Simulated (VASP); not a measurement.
# C (Pm-3m) in VASP: further runs

The runs below take C through single point, with PBE.

Everything below comes from runs of VASP 6.6.1. Logs are shortened: lines on timing, memory, paths and dates and some standing lists are left out, and cuts for length are marked.

## Step 1: The cell of the first run

The structure is cubic, space group Pm-3m (No. 221). Conventional cell: a = 1.773 Å, b = 1.773 Å, c = 1.773 Å, α = 90.00°, β = 90.00°, γ = 90.00°. Within 2.4 Å of C (site symmetry m-3m) lie 6 C at 1.77 Å.

## Step 2: Single point, PBE

INCAR reads:

```
  PREC = Accurate
  ENCUT = 520
  EDIFF = 1E-6
  ISMEAR = -1
  SIGMA = 0.08
  LREAL = False
  LASPH = True
  NELM = 80
  ALGO = Normal
  ISIF = 2
  LWAVE = False
  LCHARG = False
  GGA = PE
  NBANDS = 8
```

KPOINTS reads:

```
regular mesh
0
Gamma
  20 20 20
```

POSCAR reads:

```
C
1.0
    1.7725423711      0.0000000000      0.0000000000
    0.0000000000      1.7725423711      0.0000000000
    0.0000000000      0.0000000000      1.7725423711
C
1
Direct
    0.0000000000      0.0000000000      0.0000000000
```

Potentials or basis: VASP PAW PBE potentials, release 64 (C).

Run with:

```console
$ cat potpaw_PBE.64/C/POTCAR > POTCAR
$ mpirun -np 1 vasp_std > vasp.out
```

OUTCAR:

```text
PREC = Accurate
   ENCUT = 520
   EDIFF = 1E-6
   ISMEAR = -1
   LREAL = False
   LASPH = True
   NELM = 80
   ISIF = 2
   GGA = PE

 ion  position               nearest neighbor table
   1  0.000  0.000  0.000-

  LATTYP: Found a simple cubic cell.
 ALAT       =     1.7725423711

  Lattice vectors:

 A1 = (   1.7725423711,   0.0000000000,   0.0000000000)
 A2 = (   0.0000000000,   1.7725423711,   0.0000000000)
 A3 = (   0.0000000000,   0.0000000000,   1.7725423711)

Analysis of symmetry for initial positions (statically):
=====================================================================
 Subroutine PRICEL returns:
 Original cell was already a primitive cell.

 Routine SETGRP: Setting up the symmetry group for a
 simple cubic supercell.

 Subroutine GETGRP returns: Found 48 space group operations
 (whereof 48 operations were pure point group operations)
 out of a pool of 48 trial point group operations.

The static configuration has the point symmetry O_h .

Analysis of symmetry for dynamics (positions and initial velocities):
=====================================================================
 Subroutine PRICEL returns:
 Original cell was already a primitive cell.

 Routine SETGRP: Setting up the symmetry group for a
 simple cubic supercell.

 Subroutine GETGRP returns: Found 48 space group operations
 (whereof 48 operations were pure point group operations)
 out of a pool of 48 trial point group operations.

The dynamic configuration has the point symmetry O_h .

 Subroutine INISYM returns: Found 48 space group operations
 (whereof 48 operations are pure point group operations),
 and found     1 'primitive' translations

----------------------------------------------------------------------------------------

                                     Primitive cell

  volume of cell :       5.5692

  direct lattice vectors                    reciprocal lattice vectors
     1.772542371  0.000000000  0.000000000     0.564161408  0.000000000  0.000000000
     0.000000000  1.772542371  0.000000000     0.000000000  0.564161408  0.000000000
     0.000000000  0.000000000  1.772542371     0.000000000  0.000000000  0.564161408

  length of vectors
     1.772542371  1.772542371  1.772542371     0.564161408  0.564161408  0.564161408

  position of ions in fractional coordinates (direct lattice)
     0.000000000  0.000000000  0.000000000

  ion indices of the primitive-cell ions
   primitive index   ion index
                 1           1

----------------------------------------------------------------------------------------

 KPOINTS: regular mesh

Automatic generation of k-mesh.
 Grid dimensions read from file:
 generate k-points for:   20   20   20

 Generating k-lattice:

  Cartesian coordinates                     Fractional coordinates (reciprocal lattice)
     0.028208070  0.000000000  0.000000000     0.050000000  0.000000000  0.000000000
     0.000000000  0.028208070  0.000000000     0.000000000  0.050000000  0.000000000
     0.000000000  0.000000000  0.028208070     0.000000000  0.000000000  0.050000000

  Length of vectors
     0.028208070  0.028208070  0.028208070

  Shift w.r.t. Gamma in fractional coordinates (k-lattice)
     0.000000000  0.000000000  0.000000000

 Subroutine IBZKPT returns following result:
 ===========================================

 Found    286 irreducible k-points:

 Following reciprocal coordinates:
            Coordinates               Weight
  0.000000  0.000000  0.000000      1.000000
  0.050000  0.000000  0.000000      6.000000
  0.100000  0.000000  0.000000      6.000000
  0.150000  0.000000  0.000000      6.000000
  0.200000  0.000000  0.000000      6.000000
  0.250000  0.000000  0.000000      6.000000
[... 16 lines left out ...]
  0.150000  0.100000  0.000000     24.000000
  0.200000  0.100000  0.000000     24.000000
 [... further k-points ...]
   k-points           NKPTS =    286   k-points in BZ     NKDIM =    286   number of bands    NBANDS=      8
   number of dos      NEDOS =    301   number of ions     NIONS =      1
   total plane-waves  NPLWV =   2744
   dimension x,y,z NGX =    14 NGY =   14 NGZ =   14
   dimension x,y,z NGXF=    28 NGYF=   28 NGZF=   28
   ions per type =               1
   NGX,Y,Z   is equivalent  to a cutoff of  13.13, 13.13, 13.13 a.u.
   NGXF,Y,Z  is equivalent  to a cutoff of  26.26, 26.26, 26.26 a.u.
 SYSTEM =  unknown system
   PREC   = accura    normal or accurate (medium, high low for compatibility)
   ISTART =      0    job   : 0-new  1-cont  2-samecut
   ICHARG =      2    charge: 1-file 2-atom 10-const
   ISPIN  =      1    spin polarized calculation?
   LNONCOLLINEAR =      F non collinear calculations
   LSORBIT =      F    spin-orbit coupling
   LASPH  =      T    aspherical Exc in radial PAW
   ENCUT  =  520.0 eV  38.22 Ry    6.18 a.u.   3.30  3.30  3.30*2*pi/ulx,y,z
   NELM   =     80;   NELMIN=  2; NELMDL= -5     # of ELM steps
   EDIFF  = 0.1E-05   stopping-criterion for ELM
   LREAL  =      F    real-space projection
   EDIFFG = 0.1E-04   stopping-criterion for IOM
   NSW    =      0    number of steps for IOM
   IBRION =     -1    ionic relax: 0-MD 1-quasi-New 2-CG
   NFREE  =      0    steps in history (QN), initial steepest desc. (CG)
   ISIF   =      2    stress and relaxation
   ISYM   =      2    0-nonsym 1-usesym 2-fastsym
   POTIM  = 0.5000    time-step for ionic-motion
   TEBEG  =    0.0;   TEEND  =   0.0 temperature during run
   PSTRESS=    0.0 pullay stress
   NELECT =       4.0000    total number of electrons
   NUPDOWN=      -1.0000    fix difference up-down
   EMIN   =  10.00;   EMAX   =-10.00  energy-range for DOS
   EFERMI =   0.00;   METHOD = LEGACY
   ISMEAR =    -1;   SIGMA  =   0.08  broadening in eV -4-tet -1-fermi 0-gaus
   EFERMI_NEDOS =   21; number of points for ismear=-14 and -15
   IALGO  =     38    algorithm
   IMIX   =      4    mixing-type and parameters
     AMIX     =   0.40;   BMIX     =  1.00
     AMIX_MAG =   1.60;   BMIX_MAG =  1.00
  volume/ion in A,a.u.               =       5.57        37.58
  Fermi-wavevector in a.u.,A,eV,Ry     =   1.466104  2.770535 29.245204  2.149462
  Thomas-Fermi vector in A             =   2.581882
   LORBIT       =      0    0 simple, 1 ext, 2 COOP (PROOUT), +10 PAW based schemes
   GGA     = PE    functional components
   LHFCALC =     F    Hartree Fock is set to
   AEXX    =    0.0000 exact exchange contribution
   IVDW    =     0    specifies the selected vdW correction
   LEPSILON=     F    determine dielectric tensor
   LRPA    =     F    only Hartree local field effects (RPA)
 non-spin polarized calculation
  energy-cutoff  :      520.00
  volume of cell :        5.57
 maximum number of plane-waves:       160
 NGX is ok and might be reduce to    14
   NGX =  7   NGY =  7   NGZ =  7

 number of electron       4.0000000 magnetization

 Free energy of the ion-electron system (eV)
  ---------------------------------------------------
  ext. energy  EPLUGINS =         0.00000000
  ---------------------------------------------------
  free energy    TOTEN  =        -6.46455948 eV

  energy without entropy =       -6.45701225  energy(sigma->0) =       -6.46078587

 E-fermi :  10.7889     XC(G=0): -13.8354

 val. band max:       10.7648304463   @ k =   0.4500   0.4000   0.2000
 cond. band min:      10.7902636060   @ k =   0.5000   0.4000   0.2000
 fundamental gap:      0.0254331597
 Fermi energy:        10.7889095974

 k-point     1 :       0.0000    0.0000    0.0000
  band No.  band energies     occupation
      1     -11.2589      2.00000
      2      20.2274      0.00000
      3      20.2274      0.00000
      4      20.2274      0.00000
      5      36.4029      0.00000
      6      36.4029      0.00000
      7      42.0203      0.00000
      8      66.9494      0.00000

 k-point     2 :       0.0500    0.0000    0.0000
  band No.  band energies     occupation
      1     -11.1608      2.00000
      2      19.4897      0.00000
      3      20.2933      0.00000
      4      20.2933      0.00000
      5      36.5132      0.00000
      6      37.2011      0.00000
      7      42.0162      0.00000
      8      66.3229      0.00000

 k-point     3 :       0.1000    0.0000    0.0000
  band No.  band energies     occupation
      1     -10.8666      2.00000
      2      17.6320      0.00000
      3      20.4861      0.00000
      4      20.4861      0.00000
      5      36.8430      0.00000
      6      39.1712      0.00000
      7      42.0578      0.00000
      8      64.6132      0.00000

 k-point     4 :       0.1500    0.0000    0.0000
  band No.  band energies     occupation
      1     -10.3763      2.00000
      2      15.2187      0.00000
      3      20.7991      0.00000
      4      20.7991      0.00000
      5      37.3889      0.00000
      6      41.0225      0.00000
      7      42.8117      0.00000
      8      62.2795      0.00000

 k-point     5 :       0.2000    0.0000    0.0000
  band No.  band energies     occupation
      1      -9.6910      2.00000
      2      12.6030      0.00000
      3      21.2124      0.00000
      4      21.2124      0.00000
      5      38.1439      0.00000
      6      41.2916      0.00000
      7      45.2550      0.00000
      8      59.7277      0.00000

 k-point     6 :       0.2500    0.0000    0.0000
  band No.  band energies     occupation
      1      -8.8116      2.00000
      2       9.9634      1.99993
      3      21.6983      0.00000
      4      21.6983      0.00000
      5      39.0951      0.00000
      6      41.1818      0.00000
      7      47.8404      0.00000
      8      57.2393      0.00000

 k-point     7 :       0.3000    0.0000    0.0000
  band No.  band energies     occupation
      1      -7.7397      2.00000
      2       7.3888      2.00000
      3      22.2182      0.00000
      4      22.2182      0.00000
      5      40.2183      0.00000
      6      41.0134      0.00000
      7      49.9909      0.00000
      8      54.9870      0.00000

 k-point     8 :       0.3500    0.0000    0.0000
  band No.  band energies     occupation
      1      -6.4773      2.00000
      2       4.9273      2.00000
      3      22.7206      0.00000
      4      22.7206      0.00000
      5      40.8400      0.00000
      6      41.4653      0.00000
      7      51.5285      0.00000
      8      53.0906      0.00000

 k-point     9 :       0.4000    0.0000    0.0000
  band No.  band energies     occupation
      1      -5.0276      2.00000
      2       2.6075      2.00000
      3      23.1481      0.00000
      4      23.1481      0.00000
      5      40.6939      0.00000
      6      42.7325      0.00000
      7      51.6498      0.00000
      8      51.6498      0.00000

 k-point    10 :       0.4500    0.0000    0.0000
  band No.  band energies     occupation
      1      -3.3972      2.00000
      2       0.4507      2.00000
      3      23.4378      0.00000
      4      23.4378      0.00000
      5      40.6062      0.00000
      6      43.7914      0.00000
      7      50.7463      0.00000
      8      50.7463      0.00000
[... 78 lines left out ...]
 k-point    18 :       0.3500    0.0500    0.0000
  band No.  band energies     occupation
      1      -6.3826      2.00000
      2       5.0060      2.00000
      3      22.2009      0.00000
      4      22.7800      0.00000
      5      40.3281      0.00000
      6      41.9446      0.00000
      7      51.3902      0.00000
      8      52.6066      0.00000

 k-point    19 :       0.4000    0.0500    0.0000
  band No.  band energies     occupation
      1      -4.9343      2.00000
      2       2.6914      2.00000
      3      22.6604      0.00000
      4      23.2063      0.00000
      5      40.0281      0.00000
      6      43.1935      0.00000
      7      50.7921      0.00000
      8      51.7564      0.00000

 k-point    20 :       0.4500    0.0500    0.0000
  band No.  band energies     occupation
      1      -3.3063      2.00000
      2       0.5387      2.00000
      3      22.9734      0.00000
      4      23.4941      0.00000
      5      39.8135      0.00000
      6      44.2776      0.00000
      7      49.7187      0.00000
      8      50.8566      0.00000

 k-point    21 :       0.5000    0.0500    0.0000
  band No.  band energies     occupation
      1      -1.7265      2.00000
      2      -1.2165      2.00000
      3      23.0862      0.00000
      4      23.5960      0.00000
      5      39.7371      0.00000
      6      44.7609      0.00000
      7      49.2651      0.00000
      8      50.5494      0.00000

 k-point    22 :       0.1000    0.1000    0.0000
  band No.  band energies     occupation
      1     -10.4748      2.00000
      2      17.1892      0.00000
      3      18.7385      0.00000
      4      20.7452      0.00000
      5      38.4470      0.00000
      6      40.7190      0.00000
      7      41.8363      0.00000
      8      62.2009      0.00000

 k-point    23 :       0.1500    0.1000    0.0000
  band No.  band energies     occupation
      1      -9.9857      2.00000
      2      15.2595      0.00000
      3      18.6758      0.00000
      4      21.0554      0.00000
      5      39.2273      0.00000
      6      41.4284      0.00000
      7      43.1471      0.00000
      8      59.9868      0.00000

 k-point    24 :       0.2000    0.1000    0.0000
  band No.  band energies     occupation
      1      -9.3022      2.00000
      2      12.7759      0.00000
      3      19.0676      0.00000
      4      21.4632      0.00000
      5      39.9813      0.00000
      6      40.9951      0.00000
      7      45.7990      0.00000
      8      57.6892      0.00000

 [... further k-points ...]

------------------------ aborting loop because EDIFF is reached ----------------------------------------

  FORCE on cell =-STRESS in cart. coord.  units (eV):
  Direction    XX          YY          ZZ          XY          YZ          ZX
  --------------------------------------------------------------------------------------
  -------------------------------------------------------------------------------------
  Total        0.0742922      0.0742922      0.0742922      0.0000000      0.0000000     -0.0000000
  in kB       21.3729350     21.3729350     21.3729350      0.0000000      0.0000000     -0.0000000
  external PRESSURE =      21.3729350 kB  Pullay stress =       0.0000000 kB

 VOLUME and BASIS-vectors are now :
 -----------------------------------------------------------------------------
  energy-cutoff  :      520.00
  volume of cell :        5.57
      direct lattice vectors                 reciprocal lattice vectors
     1.772542371  0.000000000  0.000000000     0.564161408  0.000000000  0.000000000
     0.000000000  1.772542371  0.000000000     0.000000000  0.564161408  0.000000000
     0.000000000  0.000000000  1.772542371     0.000000000  0.000000000  0.564161408

 POSITION                                       TOTAL-FORCE (eV/Angst)
 -----------------------------------------------------------------------------------
      0.00000      0.00000      0.00000         0.000000      0.000000      0.000000
 -----------------------------------------------------------------------------------
    total drift:                               -0.000000     -0.000000     -0.000000

  FREE ENERGIE OF THE ION-ELECTRON SYSTEM (eV)
  ---------------------------------------------------
  free  energy   TOTEN  =        -6.4645594777 eV

  energy  without entropy=       -6.4570122527  energy(sigma->0) =       -6.46078587
```

It took 5 s on 1 thread of Intel Xeon 8259CL, shared host; peak memory 0.11 GiB.

Results:

- Free energy: -6.4646 eV
- Pressure: 2.1 GPa
- Band gap on the k mesh: zero (band 2 reaches 20.23 eV, above the bottom of band 3 at 8.10 eV)

Levels at points of the mesh, in eV from the Fermi level:
```tsv
k point	band 1	band 2	band 3	band 4	band 5
(0.00, 0.00, 0.00)	-22.05	9.44	9.44	9.44	25.61
(0.50, 0.00, 0.00)	-12.60	-12.10	12.75	12.75	29.78
(0.50, 0.50, 0.00)	-5.96	-5.96	-2.69	8.28	15.44
(0.50, 0.50, 0.50)	-0.90	-0.90	-0.90	8.63	17.57
```

## Step 3: Single point, PBE

INCAR reads:

```
SYSTEM = C
PREC = Accurate
ENCUT = 520
EDIFF = 1E-6
ISMEAR = -1
SIGMA = 0.08
LREAL = .False.
LASPH = .True.
NELM = 80
ALGO = Normal
ISIF = 2
LWAVE = .False.
LCHARG = .False.
GGA = PE
NBANDS = 8
```

KPOINTS reads:

```
Automatic mesh
0
Gamma
  20 20 20
  0 0 0
```

POSCAR reads:

```
C
1.0
    1.7721173342      0.0000000000      0.0000000000
    0.0000000000      1.7721173342      0.0000000000
    0.0000000000      0.0000000000      1.7721173342
C
1
Direct
    0.0000000000      0.0000000000      0.0000000000
```

Potentials or basis: VASP PAW PBE potentials, release 64 (C).

Run with:

```console
$ cat potpaw_PBE.64/C/POTCAR > POTCAR
$ mpirun -np 1 vasp_std > vasp.out
```

OUTCAR:

```text
SYSTEM = C
   PREC = Accurate
   ENCUT = 520
   EDIFF = 1E-6
   ISMEAR = -1
   LREAL = .False.
   LASPH = .True.
   NELM = 80
   ISIF = 2
   GGA = PE

 ion  position               nearest neighbor table
   1  0.000  0.000  0.000-

  LATTYP: Found a simple cubic cell.
 ALAT       =     1.7721173342

  Lattice vectors:

 A1 = (   1.7721173342,   0.0000000000,   0.0000000000)
 A2 = (   0.0000000000,   1.7721173342,   0.0000000000)
[... 441 lines left out ...]
      6      41.0210      0.00000
      7      45.8254      0.00000
      8      57.7200      0.00000

 [... further k-points ...]

------------------------ aborting loop because EDIFF is reached ----------------------------------------

  FORCE on cell =-STRESS in cart. coord.  units (eV):
  Direction    XX          YY          ZZ          XY          YZ          ZX
  --------------------------------------------------------------------------------------
  -------------------------------------------------------------------------------------
  Total        0.0823546      0.0823546      0.0823546      0.0000000      0.0000000     -0.0000000
  in kB       23.7094327     23.7094327     23.7094327      0.0000000      0.0000000     -0.0000000
  external PRESSURE =      23.7094327 kB  Pullay stress =       0.0000000 kB

 VOLUME and BASIS-vectors are now :
 -----------------------------------------------------------------------------
  energy-cutoff  :      520.00
  volume of cell :        5.57
      direct lattice vectors                 reciprocal lattice vectors
     1.772117334  0.000000000  0.000000000     0.564296720  0.000000000  0.000000000
     0.000000000  1.772117334  0.000000000     0.000000000  0.564296720  0.000000000
     0.000000000  0.000000000  1.772117334     0.000000000  0.000000000  0.564296720

 POSITION                                       TOTAL-FORCE (eV/Angst)
 -----------------------------------------------------------------------------------
      0.00000      0.00000      0.00000         0.000000      0.000000      0.000000
 -----------------------------------------------------------------------------------
    total drift:                               -0.000000     -0.000000     -0.000000

  FREE ENERGIE OF THE ION-ELECTRON SYSTEM (eV)
  ---------------------------------------------------
  free  energy   TOTEN  =        -6.4645016770 eV

  energy  without entropy=       -6.4569483281  energy(sigma->0) =       -6.46072500
```

OSZICAR:

```text
N       E                     dE             d eps       ncg     rms          rms(c)
DAV:   1    -0.490107452050E+01   -0.49011E+01   -0.27189E+03  5288   0.509E+02
DAV:   2    -0.647147416021E+01   -0.15704E+01   -0.15199E+01  6104   0.293E+01
DAV:   3    -0.647466204868E+01   -0.31879E-02   -0.31863E-02  5360   0.140E+00
DAV:   4    -0.647466263172E+01   -0.58303E-06   -0.58193E-06  6776   0.170E-02
DAV:   5    -0.647466263177E+01   -0.54058E-10   -0.57620E-10  5256   0.909E-05    0.194E+00
DAV:   6    -0.646444368292E+01    0.10219E-01   -0.10681E-02  4944   0.675E-01    0.121E+00
DAV:   7    -0.646436638566E+01    0.77297E-04   -0.15480E-02  4984   0.875E-01    0.144E-01
DAV:   8    -0.646450245964E+01   -0.13607E-03   -0.25891E-04  4840   0.126E-01    0.186E-02
DAV:   9    -0.646450100656E+01    0.14531E-05   -0.17881E-05  5976   0.289E-02    0.859E-03
DAV:  10    -0.646450167699E+01   -0.67043E-06   -0.44232E-07  5056   0.556E-03
   1 F= -.64645017E+01 E0= -.64607250E+01  d E =-.755335E-02
```

Run time: 4.9 s. Hardware: 1 thread of Intel Xeon 8259CL, shared host; peak memory 0.11 GiB.

Results:

- Free energy: -6.4645 eV
- Pressure: 2.4 GPa
- Band gap on the k mesh: zero (band 2 reaches 20.24 eV, above the bottom of band 3 at 8.12 eV)
